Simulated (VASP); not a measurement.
Input of a VASP 6.6.1 run:

File INCAR:

```
  ALGO = Normal
  EDIFF = 1E-6
  ENCUT = 520
  GGA = PE
  ISIF = 2
  ISMEAR = 0
  IVDW = 12
  LASPH = T
  LCHARG = F
  LREAL = F
  LWAVE = F
  NBANDS = 10
  NELM = 80
  PREC = Accurate
  SIGMA = 0.1
```

KPOINTS

```
k-points
0
Gamma
  8 8 8
```

Contents of POSCAR:

```
Br
1.0
   -1.4234917050      1.4234917050      3.5775173700
    1.4234917050     -1.4234917050      3.5775173700
    1.4234917050      1.4234917050     -3.5775173700
Br
1
Direct
    0.0000000000      0.0000000000      0.0000000000
```

Potentials or basis: VASP PAW PBE potentials, release 64 (Br).

Command:

```console
$ cat potpaw_PBE.64/Br/POTCAR > POTCAR
$ mpirun -np 1 vasp_std > vasp.out
```

(1) Estimate the dispersion energy per atom.

(2) What does it give for the pressure?

## Answers

(1) -0.249 eV.

(2) 0.0 GPa.

Caveat: the k points lie up to 0.39 Å⁻¹ apart; an odd number of electrons without spin polarisation forces a metal; a magnetic or distorted state may lie lower; pairwise dispersion overbinds metals, which lowers pressure and volume.
